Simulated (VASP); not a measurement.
# NiO2 (P-3m1) in VASP: a series of runs, part 2 of 3

VASP 6.6.1.

### 4 Single point, PBEsol (c/a of the conventional cell at fixed volume 1.6790)

Contents of INCAR:

```
SYSTEM = NiO2
  PREC = Accurate
  ENCUT = 520
  EDIFF = 1E-6
  ISMEAR = 0
  SIGMA = 0.05
  LREAL = .FALSE.
  LASPH = .TRUE.
  NELM = 80
  ALGO = Normal
  ISIF = 2
  LWAVE = .FALSE.
  LCHARG = .FALSE.
  GGA = PS
  NBANDS = 18
```

Contents of KPOINTS:

```
Automatic mesh
0
G
  12 12 6
  0 0 0
```

Contents of POSCAR:

```
NiO2
1.0
    2.8419904474      0.0000000000      0.0000000000
   -1.4209952237      2.4612359247      0.0000000000
    0.0000000000      0.0000000000      4.7717019612
Ni O
1 2
Direct
    0.0000000000      0.0000000000      0.5000000000
    0.6666666667      0.3333333333      0.6876599244
    0.3333333333      0.6666666667      0.3123400756
```

Potentials or basis: VASP PAW PBE potentials, release 64 (Ni, O).

Launch:

```bash
> cat potpaw_PBE.64/Ni/POTCAR potpaw_PBE.64/O/POTCAR > POTCAR
> mpirun -np 1 vasp_std > vasp.out
```

OUTCAR:

```text
SYSTEM = NiO2
   PREC = Accurate
   ENCUT = 520
   EDIFF = 1E-6
   ISMEAR = 0
   LREAL = .FALSE.
   LASPH = .TRUE.
   NELM = 80
   ISIF = 2
   GGA = PS

 ion  position               nearest neighbor table
   1  0.000  0.000  0.500-   2 1.87   3 1.87   3 1.87   2 1.87   2 1.87   3 1.87
   2  0.667  0.333  0.688-   1 1.87   1 1.87   1 1.87
   3  0.333  0.667  0.312-   1 1.87   1 1.87   1 1.87

  LATTYP: Found a hexagonal cell.
 ALAT       =     2.8419904474
 C/A-ratio  =     1.6790000000

  Lattice vectors:

 A1 = (   2.8419904474,   0.0000000000,   0.0000000000)
 A2 = (  -1.4209952237,   2.4612359247,   0.0000000000)
 A3 = (   0.0000000000,   0.0000000000,   4.7717019612)

Analysis of symmetry for initial positions (statically):
=====================================================================
 Subroutine PRICEL returns:
 Original cell was already a primitive cell.

 Routine SETGRP: Setting up the symmetry group for a
 hexagonal supercell.

 Subroutine GETGRP returns: Found 12 space group operations
 (whereof 12 operations were pure point group operations)
 out of a pool of 24 trial point group operations.

The static configuration has the point symmetry D_3d.

Analysis of symmetry for dynamics (positions and initial velocities):
=====================================================================
 Subroutine PRICEL returns:
 Original cell was already a primitive cell.

 Routine SETGRP: Setting up the symmetry group for a
 hexagonal supercell.

 Subroutine GETGRP returns: Found 12 space group operations
 (whereof 12 operations were pure point group operations)
 out of a pool of 24 trial point group operations.

The dynamic configuration has the point symmetry D_3d.

 Subroutine INISYM returns: Found 12 space group operations
 (whereof 12 operations are pure point group operations),
 and found     1 'primitive' translations

----------------------------------------------------------------------------------------

                                     Primitive cell

  volume of cell :      33.3771

  direct lattice vectors                    reciprocal lattice vectors
     2.841990447  0.000000000  0.000000000     0.351866067  0.203149968  0.000000000
    -1.420995224  2.461235925  0.000000000     0.000000000  0.406299937  0.000000000
     0.000000000  0.000000000  4.771701961     0.000000000  0.000000000  0.209568831

  length of vectors
     2.841990447  2.841990447  4.771701961     0.406299937  0.406299937  0.209568831

  position of ions in fractional coordinates (direct lattice)
     0.000000000  0.000000000  0.500000000
     0.666666667  0.333333333  0.687659924
     0.333333333  0.666666667  0.312340076

  ion indices of the primitive-cell ions
   primitive index   ion index
                 1           1
                 2           2
                 3           3

----------------------------------------------------------------------------------------

 KPOINTS: Automatic mesh

Automatic generation of k-mesh.
 Grid dimensions read from file:
 generate k-points for:   12   12    6

 Generating k-lattice:

  Cartesian coordinates                     Fractional coordinates (reciprocal lattice)
     0.029322172  0.016929164  0.000000000     0.083333333  0.000000000  0.000000000
     0.000000000  0.033858328  0.000000000     0.000000000  0.083333333  0.000000000
     0.000000000  0.000000000  0.034928138     0.000000000  0.000000000  0.166666667

  Length of vectors
     0.033858328  0.033858328  0.034928138

  Shift w.r.t. Gamma in fractional coordinates (k-lattice)
     0.000000000  0.000000000  0.000000000

 Subroutine IBZKPT returns following result:
 ===========================================

 Found    100 irreducible k-points:

 Following reciprocal coordinates:
            Coordinates               Weight
  0.000000  0.000000  0.000000      1.000000
  0.083333  0.000000  0.000000      6.000000
  0.166667  0.000000  0.000000      6.000000
  0.250000  0.000000  0.000000      6.000000
  0.333333  0.000000  0.000000      6.000000
  0.416667  0.000000  0.000000      6.000000
[... 16 lines left out ...]
  0.166667  0.000000  0.166667      6.000000
  0.000000  0.166667  0.166667      6.000000
 [... further k-points ...]
   k-points           NKPTS =    100   k-points in BZ     NKDIM =    100   number of bands    NBANDS=     18
   number of dos      NEDOS =    301   number of ions     NIONS =      3
   total plane-waves  NPLWV =  20736
   dimension x,y,z NGX =    24 NGY =   24 NGZ =   36
   dimension x,y,z NGXF=    48 NGYF=   48 NGZF=   72
   ions per type =               1   2
   NGX,Y,Z   is equivalent  to a cutoff of  14.04, 14.04, 12.54 a.u.
   NGXF,Y,Z  is equivalent  to a cutoff of  28.08, 28.08, 25.08 a.u.
 SYSTEM =  NiO2
   PREC   = accura    normal or accurate (medium, high low for compatibility)
   ISTART =      0    job   : 0-new  1-cont  2-samecut
   ICHARG =      2    charge: 1-file 2-atom 10-const
   ISPIN  =      1    spin polarized calculation?
   LNONCOLLINEAR =      F non collinear calculations
   LSORBIT =      F    spin-orbit coupling
   LASPH  =      T    aspherical Exc in radial PAW
   ENCUT  =  520.0 eV  38.22 Ry    6.18 a.u.   5.28  5.28  8.87*2*pi/ulx,y,z
   NELM   =     80;   NELMIN=  2; NELMDL= -5     # of ELM steps
   EDIFF  = 0.1E-05   stopping-criterion for ELM
   LREAL  =      F    real-space projection
   EDIFFG = 0.1E-04   stopping-criterion for IOM
   NSW    =      0    number of steps for IOM
   IBRION =     -1    ionic relax: 0-MD 1-quasi-New 2-CG
   NFREE  =      0    steps in history (QN), initial steepest desc. (CG)
   ISIF   =      2    stress and relaxation
   ISYM   =      2    0-nonsym 1-usesym 2-fastsym
   POTIM  = 0.5000    time-step for ionic-motion
   TEBEG  =    0.0;   TEEND  =   0.0 temperature during run
   PSTRESS=    0.0 pullay stress
   NELECT =      22.0000    total number of electrons
   NUPDOWN=      -1.0000    fix difference up-down
   EMIN   =  10.00;   EMAX   =-10.00  energy-range for DOS
   EFERMI =   0.00;   METHOD = LEGACY
   ISMEAR =     0;   SIGMA  =   0.05  broadening in eV -4-tet -1-fermi 0-gaus
   EFERMI_NEDOS =   21; number of points for ismear=-14 and -15
   IALGO  =     38    algorithm
   IMIX   =      4    mixing-type and parameters
     AMIX     =   0.40;   BMIX     =  1.00
     AMIX_MAG =   1.60;   BMIX_MAG =  1.00
  volume/ion in A,a.u.               =      11.13        75.08
  Fermi-wavevector in a.u.,A,eV,Ry     =   1.424730  2.692350 27.617874  2.029856
  Thomas-Fermi vector in A             =   2.545190
   LORBIT       =      0    0 simple, 1 ext, 2 COOP (PROOUT), +10 PAW based schemes
   GGA     = PS    functional components
   LHFCALC =     F    Hartree Fock is set to
   AEXX    =    0.0000 exact exchange contribution
   IVDW    =     0    specifies the selected vdW correction
   LEPSILON=     F    determine dielectric tensor
   LRPA    =     F    only Hartree local field effects (RPA)
 non-spin polarized calculation
 Gauss-broadening in eV      SIGMA  =   0.05
  energy-cutoff  :      520.00
  volume of cell :       33.38
 maximum number of plane-waves:       909
 NGX is ok and might be reduce to    24
   NGX = 11   NGY = 11   NGZ = 17

 number of electron      22.0000008 magnetization

 Free energy of the ion-electron system (eV)
  ---------------------------------------------------
  ext. energy  EPLUGINS =         0.00000000
  ---------------------------------------------------
  free energy    TOTEN  =       -18.73002754 eV

  energy without entropy =      -18.73002754  energy(sigma->0) =      -18.73002754

 E-fermi :   2.3567     XC(G=0): -10.5255

 val. band max:        2.0466171988   @ k =   0.0833   0.0000   0.5000
 cond. band min:       2.9702303043   @ k =   0.2500   0.0000   0.3333
 fundamental gap:      0.9236131055
 Fermi energy:         2.3566548129

 k-point     1 :       0.0000    0.0000    0.0000
  band No.  band energies     occupation
      1     -17.5866      2.00000
      2     -14.9123      2.00000
      3      -3.7100      2.00000
      4      -3.7100      2.00000
      5      -3.4913      2.00000
      6      -0.0975      2.00000
[... 10 lines left out ...]
     17      21.1648      0.00000
     18      21.1648      0.00000
[... 466 lines left out ...]
      2     -14.9961      2.00000
      3      -3.7852      2.00000
      4      -3.4780      2.00000
      5      -3.0314      2.00000
      6      -1.1810      2.00000
[... 10 lines left out ...]
     17      19.1812      0.00000
     18      21.7508      0.00000

 [... further k-points ...]

------------------------ aborting loop because EDIFF is reached ----------------------------------------

  FORCE on cell =-STRESS in cart. coord.  units (eV):
  Direction    XX          YY          ZZ          XY          YZ          ZX
  --------------------------------------------------------------------------------------
  -------------------------------------------------------------------------------------
  Total       -1.1063113     -1.1063113      0.4341521      0.0000000      0.0000000      0.0000000
  in kB      -53.1054085    -53.1054085     20.8402710      0.0000000      0.0000000      0.0000000
  external PRESSURE =     -28.4568486 kB  Pullay stress =       0.0000000 kB

 VOLUME and BASIS-vectors are now :
 -----------------------------------------------------------------------------
  energy-cutoff  :      520.00
  volume of cell :       33.38
      direct lattice vectors                 reciprocal lattice vectors
     2.841990447  0.000000000  0.000000000     0.351866067  0.203149968  0.000000000
    -1.420995224  2.461235925  0.000000000     0.000000000  0.406299937  0.000000000
     0.000000000  0.000000000  4.771701961     0.000000000  0.000000000  0.209568831

 POSITION                                       TOTAL-FORCE (eV/Angst)
 -----------------------------------------------------------------------------------
      0.00000      0.00000      2.38585        -0.000000      0.000000     -0.000000
      1.42100      0.82041      3.28131        -0.000000     -0.000000      0.257186
     -0.00000      1.64082      1.49039         0.000000      0.000000     -0.257186
 -----------------------------------------------------------------------------------
    total drift:                                0.000000      0.000000      0.000000

  FREE ENERGIE OF THE ION-ELECTRON SYSTEM (eV)
  ---------------------------------------------------
  free  energy   TOTEN  =       -18.7300275424 eV

  energy  without entropy=      -18.7300275424  energy(sigma->0) =      -18.73002754
```

It took 1.7 min on 1 thread of AMD EPYC 7R43 (Zen 3), shared host; peak memory 0.15 GiB.

Results:

```
Free energy            : -18.7300 eV
Pressure               : -2.8 GPa
Largest force          : 0.257 eV/Å
Band gap on the k mesh : 0.92 eV, indirect (least direct gap 1.21 eV)
```

Forces on the atoms (eV/Å):
```
Ni   0.000  0.000  0.000
O    0.000  0.000  0.257
O    0.000  0.000 -0.257
```

Levels at points of the mesh, in eV from the valence-band top:
| k point | band 9 | band 10 | band 11 | band 12 | band 13 | band 14 |
| --- | --- | --- | --- | --- | --- | --- |
| (0.00, 0.00, 0.00) | -1.19 | -0.90 | -0.26 | 2.20 | 2.20 | 7.34 |
| (0.50, 0.00, 0.00) | -1.85 | -1.69 | -1.06 | 1.43 | 2.14 | 12.33 |
| (0.00, 0.00, 0.50) | -1.21 | -1.21 | -0.05 | 2.22 | 2.22 | 9.28 |
| (0.50, 0.00, 0.50) | -1.70 | -1.51 | -1.11 | 1.42 | 2.09 | 11.56 |

Caveat: the PAW data sets were made with another functional, which shifts forces and pressure a little.

### 5 Single point, PBEsol (c/a of the conventional cell at fixed volume 1.6433)

Contents of INCAR:

```
PREC     = Accurate       # precision mode
ENCUT    = 520            # plane-wave cutoff, eV
EDIFF    = 1E-7           # SCF threshold, eV
ISMEAR   = 0              # smearing method
SIGMA    = 0.05           # smearing width, eV
LREAL    = False          # projectors in reciprocal space
LASPH    = True           # aspherical terms in the spheres
NELM     = 100            # most SCF steps
ALGO     = Normal         # electronic algorithm
ISIF     = 2              # what is computed and relaxed
LWAVE    = False          # write WAVECAR
LCHARG   = False          # write CHGCAR
GGA      = PS             # functional
NBANDS   = 18             # bands
```

Contents of KPOINTS:

```
regular mesh
0
Gamma
  12 12 6
```

Contents of POSCAR:

```
NiO2
1.0
    2.8624235356      0.0000000000      0.0000000000
   -1.4312117678      2.4789314982      0.0000000000
    0.0000000000      0.0000000000      4.7038205961
Ni O
1 2
Direct
    0.0000000000      0.0000000000      0.5000000000
    0.6666666667      0.3333333333      0.7002287663
    0.3333333333      0.6666666667      0.2997712337
```

Potentials or basis: VASP PAW PBE potentials, release 64 (Ni, O).

Launch:

```bash
> cat potpaw_PBE.64/Ni/POTCAR potpaw_PBE.64/O/POTCAR > POTCAR
> mpirun -np 1 vasp_std > vasp.out
```

OUTCAR:

```text
PREC = Accurate
   ENCUT = 520
   EDIFF = 1E-7
   ISMEAR = 0
   LREAL = False
   LASPH = True
   NELM = 100
   ISIF = 2
   GGA = PS

 ion  position               nearest neighbor table
   1  0.000  0.000  0.500-   2 1.90   3 1.90   3 1.90   2 1.90   2 1.90   3 1.90
   2  0.667  0.333  0.700-   1 1.90   1 1.90   1 1.90
   3  0.333  0.667  0.300-   1 1.90   1 1.90   1 1.90

  LATTYP: Found a hexagonal cell.
 ALAT       =     2.8624235356
 C/A-ratio  =     1.6433000000

  Lattice vectors:

 A1 = (   2.8624235356,   0.0000000000,   0.0000000000)
 A2 = (  -1.4312117678,   2.4789314982,   0.0000000000)
 A3 = (   0.0000000000,   0.0000000000,   4.7038205961)

Analysis of symmetry for initial positions (statically):
=====================================================================
 Subroutine PRICEL returns:
 Original cell was already a primitive cell.

 Routine SETGRP: Setting up the symmetry group for a
 hexagonal supercell.

 Subroutine GETGRP returns: Found 12 space group operations
 (whereof 12 operations were pure point group operations)
 out of a pool of 24 trial point group operations.

The static configuration has the point symmetry D_3d.
[... 163 lines left out ...]

 E-fermi :   2.2400     XC(G=0): -10.6485

 val. band max:        1.9623019954   @ k =   0.0833   0.0833   0.5000
 cond. band min:       2.8085176332   @ k =   0.2500   0.0000   0.3333
 fundamental gap:      0.8462156378
 Fermi energy:         2.2400218202

 k-point     1 :       0.0000    0.0000    0.0000
  band No.  band energies     occupation
      1     -17.2161      2.00000
      2     -14.8820      2.00000
      3      -3.4113      2.00000
      4      -3.3001      2.00000
      5      -3.3001      2.00000
      6      -0.0244      2.00000
[... 481 lines left out ...]
      5      -2.9171      2.00000
      6      -1.0498      2.00000
[... 10 lines left out ...]
     17      18.9067      0.00000
     18      21.5957      0.00000

 [... further k-points ...]

------------------------ aborting loop because EDIFF is reached ----------------------------------------

  FORCE on cell =-STRESS in cart. coord.  units (eV):
  Direction    XX          YY          ZZ          XY          YZ          ZX
  --------------------------------------------------------------------------------------
  -------------------------------------------------------------------------------------
  Total       -2.8449440     -2.8449440     -1.3670458      0.0000000      0.0000000      0.0000000
  in kB     -136.5636568   -136.5636568    -65.6212478      0.0000000      0.0000000      0.0000000
  external PRESSURE =    -112.9161871 kB  Pullay stress =       0.0000000 kB

 VOLUME and BASIS-vectors are now :
 -----------------------------------------------------------------------------
  energy-cutoff  :      520.00
  volume of cell :       33.38
      direct lattice vectors                 reciprocal lattice vectors
     2.862423536  0.000000000  0.000000000     0.349354310  0.201699805  0.000000000
    -1.431211768  2.478931498  0.000000000     0.000000000  0.403399610  0.000000000
     0.000000000  0.000000000  4.703820596     0.000000000  0.000000000  0.212593142

 POSITION                                       TOTAL-FORCE (eV/Angst)
 -----------------------------------------------------------------------------------
      0.00000      0.00000      2.35191         0.000000      0.000000      0.000000
      1.43121      0.82631      3.29375         0.000000     -0.000000     -0.701530
     -0.00000      1.65262      1.41007        -0.000000      0.000000      0.701530
 -----------------------------------------------------------------------------------
    total drift:                               -0.000000      0.000000      0.000000

  FREE ENERGIE OF THE ION-ELECTRON SYSTEM (eV)
  ---------------------------------------------------
  free  energy   TOTEN  =       -18.6800436948 eV

  energy  without entropy=      -18.6800436948  energy(sigma->0) =      -18.68004369
```

stdout:

```text
POSCAR found type information on POSCAR NiO
 POSCAR found :  2 types and       3 ions
 scaLAPACK will be used
 -----------------------------------------------------------------------------
|                                                                             |
|                                                                             |
|     You enforced a specific xc type in the INCAR file but a different       |
|     I HOPE YOU KNOW WHAT YOU ARE DOING!                                     |
|                                                                             |
 -----------------------------------------------------------------------------

 LDA part: xc-table for (Slater+PW92), standard interpolation
 POSCAR, INCAR and KPOINTS ok, starting setup
 FFT: planning ... GRIDC
 FFT: planning ... GRID_SOFT
 FFT: planning ... GRID
 WAVECAR not read
 entering main loop
```

Wall time 2.4 min (1 thread of AMD EPYC 7R43 (Zen 3), shared host); peak memory 0.15 GiB.

Results:

- Free energy: -18.6800 eV
- Pressure: -11.3 GPa
- Largest force: 0.702 eV/Å
- Band gap on the k mesh: 0.85 eV, indirect (least direct gap 1.06 eV)

Forces on the atoms (eV/Å):
```
Ni   0.000  0.000  0.000
O    0.000  0.000 -0.702
O    0.000  0.000  0.702
```

Levels at points of the mesh, in eV from the valence-band top:
```tsv
k point	band 7	band 8	band 9	band 10	band 11	band 12	band 13	band 14	band 15	band 16
(0.00, 0.00, 0.00)	-1.99	-1.03	-1.03	-0.68	-0.33	2.05	2.05	7.22	10.69	14.27
(0.50, 0.00, 0.00)	-2.70	-1.93	-1.67	-1.57	-0.99	1.40	2.01	12.14	12.71	13.68
(0.00, 0.00, 0.50)	-1.99	-1.80	-1.06	-1.06	-0.09	2.08	2.08	9.23	9.42	13.76
(0.50, 0.00, 0.50)	-2.63	-1.67	-1.58	-1.42	-1.06	1.40	1.94	11.49	12.36	14.37
```

Caveat: the PAW data sets were made with another functional, which shifts forces and pressure a little.

(Continued in part 3 of 3.)
